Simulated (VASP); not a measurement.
# Si (P6_3/mmc) in VASP: notebook

Si is run at these levels: PBE; tasks: single point, relaxation of cell and atoms.

All numbers are computed with VASP 6.6.1; they aren't measurements. Logs are shortened: lines on timing, memory, paths and dates and some standing lists are left out, and cuts for length are marked.

### Step 1. The cell of the first run

The structure is hexagonal, space group P6_3/mmc (No. 194). Conventional cell: a = 6.941 Å, b = 6.941 Å, c = 3.912 Å, α = 90.00°, β = 90.00°, γ = 120.00°. Within 3.1 Å of Si (site symmetry mm2) lie 4 Si at 2.33 to 2.37 Å.

### Step 2. Single point, PBE

INCAR

```
SYSTEM = Si
  PREC = Accurate
  ENCUT = 520
  EDIFF = 1E-7
  ISMEAR = 0
  SIGMA = 0.1
  LREAL = .FALSE.
  LASPH = .TRUE.
  NELM = 100
  ALGO = Normal
  ISIF = 2
  LWAVE = .FALSE.
  LCHARG = .FALSE.
  GGA = PE
  NBANDS = 21
```

KPOINTS

```
Automatic mesh
0
G
  6 6 10
  0 0 0
```

POSCAR

```
Si
1.0
    6.9405414892      0.0000000000      0.0000000000
   -3.4702707446      6.0106852456      0.0000000000
    0.0000000000      0.0000000000      3.9116869913
Si
6
Direct
    0.8940800026      0.4470400013      0.2500000000
    0.4470400013      0.8940800026      0.7500000000
    0.4470400013      0.5529599987      0.7500000000
    0.1059199974      0.5529599987      0.7500000000
    0.5529599987      0.4470400013      0.2500000000
    0.5529599987      0.1059199974      0.2500000000
```

Potentials or basis: VASP PAW PBE potentials, release 64 (Si).

Started as:

```sh
$ cat potpaw_PBE.64/Si/POTCAR > POTCAR
$ mpirun -np 1 vasp_std > vasp.out
```

OUTCAR:

```text
SYSTEM = Si
   PREC = Accurate
   ENCUT = 520
   EDIFF = 1E-7
   ISMEAR = 0
   LREAL = .FALSE.
   LASPH = .TRUE.
   NELM = 100
   ISIF = 2
   GGA = PE

 ion  position               nearest neighbor table
   1  0.894  0.447  0.250-   4 2.33   4 2.33   6 2.37   5 2.37
   2  0.447  0.894  0.750-   6 2.33   6 2.33   3 2.37   4 2.37
   3  0.447  0.553  0.750-   5 2.33   5 2.33   2 2.37   4 2.37
   4  0.106  0.553  0.750-   1 2.33   1 2.33   2 2.37   3 2.37
   5  0.553  0.447  0.250-   3 2.33   3 2.33   6 2.37   1 2.37
   6  0.553  0.106  0.250-   2 2.33   2 2.33   5 2.37   1 2.37

  LATTYP: Found a hexagonal cell.
 ALAT       =     6.9405414892
 C/A-ratio  =     0.5635996842

  Lattice vectors:

 A1 = (   6.9405414892,   0.0000000000,   0.0000000000)
 A2 = (  -3.4702707446,   6.0106852456,   0.0000000000)
 A3 = (   0.0000000000,   0.0000000000,   3.9116869913)

Analysis of symmetry for initial positions (statically):
=====================================================================
 Subroutine PRICEL returns:
 Original cell was already a primitive cell.

 Routine SETGRP: Setting up the symmetry group for a
 hexagonal supercell.

 Subroutine GETGRP returns: Found 24 space group operations
 (whereof 12 operations were pure point group operations)
 out of a pool of 24 trial point group operations.

The static configuration has the point symmetry D_3d.
 The point group associated with its full space group is D_6h.

Analysis of symmetry for dynamics (positions and initial velocities):
=====================================================================
 Subroutine PRICEL returns:
 Original cell was already a primitive cell.

 Routine SETGRP: Setting up the symmetry group for a
 hexagonal supercell.

 Subroutine GETGRP returns: Found 24 space group operations
 (whereof 12 operations were pure point group operations)
 out of a pool of 24 trial point group operations.

The dynamic configuration has the point symmetry D_3d.
 The point group associated with its full space group is D_6h.

 Subroutine INISYM returns: Found 24 space group operations
 (whereof 12 operations are pure point group operations),
 and found     1 'primitive' translations

----------------------------------------------------------------------------------------

                                     Primitive cell

  volume of cell :     163.1855

  direct lattice vectors                    reciprocal lattice vectors
     6.940541489  0.000000000  0.000000000     0.144080977  0.083185191  0.000000000
    -3.470270745  6.010685246  0.000000000     0.000000000  0.166370382  0.000000000
     0.000000000  0.000000000  3.911686991     0.000000000  0.000000000  0.255644177

  length of vectors
     6.940541489  6.940541489  3.911686991     0.166370382  0.166370382  0.255644177

  position of ions in fractional coordinates (direct lattice)
     0.894080003  0.447040001  0.250000000
     0.447040001  0.894080003  0.750000000
     0.447040001  0.552959999  0.750000000
     0.105919997  0.552959999  0.750000000
     0.552959999  0.447040001  0.250000000
     0.552959999  0.105919997  0.250000000

  ion indices of the primitive-cell ions
   primitive index   ion index
                 1           1
                 2           2
                 3           3
                 4           4
                 5           5
                 6           6

----------------------------------------------------------------------------------------

 KPOINTS: Automatic mesh

Automatic generation of k-mesh.
 Grid dimensions read from file:
 generate k-points for:    6    6   10

 Generating k-lattice:

  Cartesian coordinates                     Fractional coordinates (reciprocal lattice)
     0.024013496  0.013864198  0.000000000     0.166666667  0.000000000  0.000000000
     0.000000000  0.027728397  0.000000000     0.000000000  0.166666667  0.000000000
     0.000000000  0.000000000  0.025564418     0.000000000  0.000000000  0.100000000

  Length of vectors
     0.027728397  0.027728397  0.025564418

  Shift w.r.t. Gamma in fractional coordinates (k-lattice)
     0.000000000  0.000000000  0.000000000

 Subroutine IBZKPT returns following result:
 ===========================================

 Found     42 irreducible k-points:

 Following reciprocal coordinates:
            Coordinates               Weight
  0.000000  0.000000  0.000000      1.000000
  0.166667  0.000000  0.000000      6.000000
  0.333333 -0.000000  0.000000      6.000000
  0.500000 -0.000000  0.000000      3.000000
  0.166667  0.166667  0.000000      6.000000
  0.333333  0.166667  0.000000     12.000000
[... 16 lines left out ...]
  0.166667  0.000000  0.300000     12.000000
  0.333333 -0.000000  0.300000     12.000000
 [... further k-points ...]
   k-points           NKPTS =     42   k-points in BZ     NKDIM =     42   number of bands    NBANDS=     21
   number of dos      NEDOS =    301   number of ions     NIONS =      6
   total plane-waves  NPLWV =  87480
   dimension x,y,z NGX =    54 NGY =   54 NGZ =   30
   dimension x,y,z NGXF=   108 NGYF=  108 NGZF=   60
   ions per type =               6
   NGX,Y,Z   is equivalent  to a cutoff of  12.93, 12.93, 12.75 a.u.
   NGXF,Y,Z  is equivalent  to a cutoff of  25.87, 25.87, 25.50 a.u.
 SYSTEM =  Si
   PREC   = accura    normal or accurate (medium, high low for compatibility)
   ISTART =      0    job   : 0-new  1-cont  2-samecut
   ICHARG =      2    charge: 1-file 2-atom 10-const
   ISPIN  =      1    spin polarized calculation?
   LNONCOLLINEAR =      F non collinear calculations
   LSORBIT =      F    spin-orbit coupling
   LASPH  =      T    aspherical Exc in radial PAW
   ENCUT  =  520.0 eV  38.22 Ry    6.18 a.u.  12.90 12.90  7.27*2*pi/ulx,y,z
   NELM   =    100;   NELMIN=  2; NELMDL= -5     # of ELM steps
   EDIFF  = 0.1E-06   stopping-criterion for ELM
   LREAL  =      F    real-space projection
   EDIFFG = 0.1E-05   stopping-criterion for IOM
   NSW    =      0    number of steps for IOM
   IBRION =     -1    ionic relax: 0-MD 1-quasi-New 2-CG
   NFREE  =      0    steps in history (QN), initial steepest desc. (CG)
   ISIF   =      2    stress and relaxation
   ISYM   =      2    0-nonsym 1-usesym 2-fastsym
   POTIM  = 0.5000    time-step for ionic-motion
   TEBEG  =    0.0;   TEEND  =   0.0 temperature during run
   PSTRESS=    0.0 pullay stress
   NELECT =      24.0000    total number of electrons
   NUPDOWN=      -1.0000    fix difference up-down
   EMIN   =  10.00;   EMAX   =-10.00  energy-range for DOS
   EFERMI =   0.00;   METHOD = LEGACY
   ISMEAR =     0;   SIGMA  =   0.10  broadening in eV -4-tet -1-fermi 0-gaus
   EFERMI_NEDOS =   21; number of points for ismear=-14 and -15
   IALGO  =     38    algorithm
   IMIX   =      4    mixing-type and parameters
     AMIX     =   0.40;   BMIX     =  1.00
     AMIX_MAG =   1.60;   BMIX_MAG =  1.00
  volume/ion in A,a.u.               =      27.20       183.54
  Fermi-wavevector in a.u.,A,eV,Ry     =   0.864141  1.632990 10.160017  0.746740
  Thomas-Fermi vector in A             =   1.982195
   LORBIT       =      0    0 simple, 1 ext, 2 COOP (PROOUT), +10 PAW based schemes
   GGA     = PE    functional components
   LHFCALC =     F    Hartree Fock is set to
   AEXX    =    0.0000 exact exchange contribution
   IVDW    =     0    specifies the selected vdW correction
   LEPSILON=     F    determine dielectric tensor
   LRPA    =     F    only Hartree local field effects (RPA)
 non-spin polarized calculation
 Gauss-broadening in eV      SIGMA  =   0.10
  energy-cutoff  :      520.00
  volume of cell :      163.19
 maximum number of plane-waves:      4428
 NGX is ok and might be reduce to    54
   NGX = 25   NGY = 25   NGZ = 15

 number of electron      23.9999998 magnetization

 Free energy of the ion-electron system (eV)
  ---------------------------------------------------
  ext. energy  EPLUGINS =         0.00000000
  ---------------------------------------------------
  free energy    TOTEN  =       -30.57790515 eV

  energy without entropy =      -30.57746929  energy(sigma->0) =      -30.57768722

 E-fermi :   3.6936     XC(G=0):  -7.7277

 val. band max:        3.6181986972   @ k =   0.0000   0.0000   0.0000
 cond. band min:       3.7562467610   @ k =   0.0000   0.0000   0.0000
 fundamental gap:      0.1380480638
 Fermi energy:         3.6936104080

 k-point     1 :       0.0000    0.0000    0.0000
  band No.  band energies     occupation
      1      -8.6564      2.00000
      2      -5.9562      2.00000
      3      -5.7394      2.00000
      4      -5.7394      2.00000
      5      -0.9069      2.00000
      6      -0.9069      2.00000
[... 13 lines left out ...]
     20       6.0261      0.00000
     21       8.9908      0.00000

 k-point     2 :       0.1667    0.0000    0.0000
  band No.  band energies     occupation
      1      -8.5832      2.00000
      2      -6.6248      2.00000
      3      -5.7521      2.00000
      4      -4.9917      2.00000
      5      -1.2255      2.00000
      6      -0.7428      2.00000
[... 13 lines left out ...]
     20       6.4710      0.00000
     21       8.7579      0.00000

 k-point     3 :       0.3333   -0.0000    0.0000
  band No.  band energies     occupation
      1      -8.3798      2.00000
      2      -7.2546      2.00000
      3      -5.7767      2.00000
      4      -4.1618      2.00000
      5      -1.8075      2.00000
      6      -0.2901      2.00000
[... 13 lines left out ...]
     20       7.4810      0.00000
     21       8.1294      0.00000
[... 457 lines left out ...]
 k-point    23 :       0.1667    0.0000    0.3000
  band No.  band energies     occupation
      1      -7.9137      2.00000
      2      -6.3666      2.00000
      3      -4.9470      2.00000
      4      -4.6844      2.00000
      5      -2.1340      2.00000
      6      -1.7289      2.00000
[... 13 lines left out ...]
     20       8.1063      0.00000
     21       8.3024      0.00000

 k-point    24 :       0.3333   -0.0000    0.3000
  band No.  band energies     occupation
      1      -7.7332      2.00000
      2      -6.7971      2.00000
      3      -4.9710      2.00000
      4      -4.2380      2.00000
      5      -2.7438      2.00000
      6      -1.6244      2.00000
[... 13 lines left out ...]
     20       8.1331      0.00000
     21       8.8973      0.00000

 [... further k-points ...]
[... 5 lines left out ...]
  --------------------------------------------------------------------------------------
  -------------------------------------------------------------------------------------
  Total       -0.0098530     -0.0098530     -0.0961239      0.0000000      0.0000000      0.0000000
  in kB       -0.0967384     -0.0967384     -0.9437576      0.0000000      0.0000000      0.0000000
  external PRESSURE =      -0.3790781 kB  Pullay stress =       0.0000000 kB

 VOLUME and BASIS-vectors are now :
 -----------------------------------------------------------------------------
  energy-cutoff  :      520.00
  volume of cell :      163.19
      direct lattice vectors                 reciprocal lattice vectors
     6.940541489  0.000000000  0.000000000     0.144080977  0.083185191  0.000000000
    -3.470270745  6.010685246  0.000000000     0.000000000  0.166370382  0.000000000
     0.000000000  0.000000000  3.911686991     0.000000000  0.000000000  0.255644177

 POSITION                                       TOTAL-FORCE (eV/Angst)
 -----------------------------------------------------------------------------------
      4.65405      2.68702      0.97792         0.005045      0.002913     -0.000000
      0.00000      5.37403      2.93377         0.000000      0.005825     -0.000000
      1.18378      3.32367      2.93377         0.005045     -0.002913      0.000000
     -1.18378      3.32367      2.93377        -0.005045     -0.002913      0.000000
      2.28649      2.68702      0.97792        -0.005045      0.002913     -0.000000
      3.47027      0.63665      0.97792         0.000000     -0.005825      0.000000
 -----------------------------------------------------------------------------------
    total drift:                                0.000000     -0.000000      0.000000

  FREE ENERGIE OF THE ION-ELECTRON SYSTEM (eV)
  ---------------------------------------------------
  free  energy   TOTEN  =       -30.5779051464 eV

  energy  without entropy=      -30.5774692927  energy(sigma->0) =      -30.57768722
```

Run time: 93 s. Hardware: 1 thread of AMD EPYC 9R45 (Zen 5), shared host; peak memory 0.28 GiB.

Results:

```
Free energy            : -30.5779 eV
Pressure               : 0.0 GPa
Largest force          : 0.006 eV/Å
Band gap on the k mesh : 0.14 eV, direct
```

Forces on the atoms (eV/Å):
```
Si   0.005  0.003  0.000
Si   0.000  0.006  0.000
Si   0.005 -0.003  0.000
Si  -0.005 -0.003  0.000
Si  -0.005  0.003  0.000
Si   0.000 -0.006  0.000
```

### Step 3. Relaxation of cell and atoms, PBE

This run uses another cell than the first one, of 27.03 Å³/atom, 0.994 times its volume.

INCAR

```
SYSTEM = Si
PREC = Accurate
ENCUT = 600
EDIFF = 1E-7
ISMEAR = 0
SIGMA = 0.1
LREAL = .False.
LASPH = .True.
NELM = 100
ALGO = Normal
ISIF = 3
LWAVE = .False.
LCHARG = .False.
GGA = PE
IBRION = 2
NSW = 100
EDIFFG = -0.01
```

KPOINTS

```
regular mesh
0
Gamma
  6 6 10
  0 0 0
```

POSCAR

```
Si
1.0
    6.8872861619      0.0000000000      0.0000000000
   -3.4436430810      5.9645647794      0.0000000000
    0.0000000000      0.0000000000      3.9481015513
Si
6
Direct
    0.8955904677      0.4477952338      0.2500000000
    0.4477952338      0.8955904677      0.7500000000
    0.4477952338      0.5522047662      0.7500000000
    0.1044095323      0.5522047662      0.7500000000
    0.5522047662      0.4477952338      0.2500000000
    0.5522047662      0.1044095323      0.2500000000
```

Potentials or basis: VASP PAW PBE potentials, release 64 (Si).

Started as:

```sh
$ cat potpaw_PBE.64/Si/POTCAR > POTCAR
$ mpirun -np 1 vasp_std > vasp.out
```

Run time: 4.5 min. Hardware: 1 thread of AMD EPYC 9R45 (Zen 5), shared host; peak memory 0.33 GiB.

The run converged. Its results:

```
Free energy                            : -30.5783 eV
Relaxed volume                         : 27.20 Å³/atom
Relaxed cell                           : a = 6.942 Å, b = 6.942 Å, c = 3.910 Å, α = 90.00°, β = 90.00°, γ = 120.00°
Space group after relaxing (to 0.05 Å) : P6_3/mmc (No. 194)
Energy gained by relaxing              : 1.4 meV/atom
Ionic steps                            : 6
Pressure after relaxing                : 0.0 GPa
Largest force after relaxing           : 0.004 eV/Å
Band gap on the k mesh                 : 0.14 eV, direct
```

Forces in eV/Å, atoms in the order of the input:
```
Si  -0.003 -0.002  0.000
Si   0.000 -0.004  0.000
Si  -0.003  0.002  0.000
Si   0.003  0.002  0.000
Si   0.003 -0.002  0.000
Si   0.000  0.004  0.000
```

The path:
| step | energy change (eV) | largest force (eV/Å) | pressure (GPa) | volume (Å³) |
| --- | --- | --- | --- | --- |
| 1 | 0.0000 | 0.0411 | 0.00 | 162.19 |
| 2 | -0.0051 | 0.1048 | 0.14 | 162.18 |
| 3 | -0.0056 | 0.1297 | 0.20 | 162.18 |
| 4 | -0.0081 | 0.0028 | 0.12 | 162.78 |
| 5 | -0.0082 | 0.0108 | 0.11 | 162.84 |
| 6 | -0.0082 | 0.0036 | -0.03 | 163.20 |

Final structure:
```
Si
1.0
     6.94239    0.00000    0.00000
    -3.47120    6.01229    0.00000
     0.00000    0.00000    3.90985
Si
6
Direct
  0.89408 0.44704 0.25000
  0.44704 0.89408 0.75000
  0.44704 0.55296 0.75000
  0.10592 0.55296 0.75000
  0.55296 0.44704 0.25000
  0.55296 0.10592 0.25000
```

Levels at points of the mesh, in eV from the valence-band top:
```
           k point  band 8  band 9  band 10  band 11  band 12  band 13  band 14  band 15  band 16
(0.00, 0.00, 0.00)   -3.45   -1.65    -1.65     0.00     0.00     0.14     0.92     0.94     0.94
(0.50, 0.00, 0.00)   -3.04   -2.58    -2.52    -1.67    -1.18     0.65     1.04     1.23     2.27
(0.00, 0.00, 0.50)   -5.56   -2.29    -2.29    -2.29    -2.29     1.52     1.52     3.31     3.31
(0.50, 0.00, 0.50)   -4.40   -2.56    -2.56    -1.80    -1.80     0.34     0.34     1.43     1.43
```

A k mesh can miss the band edges.
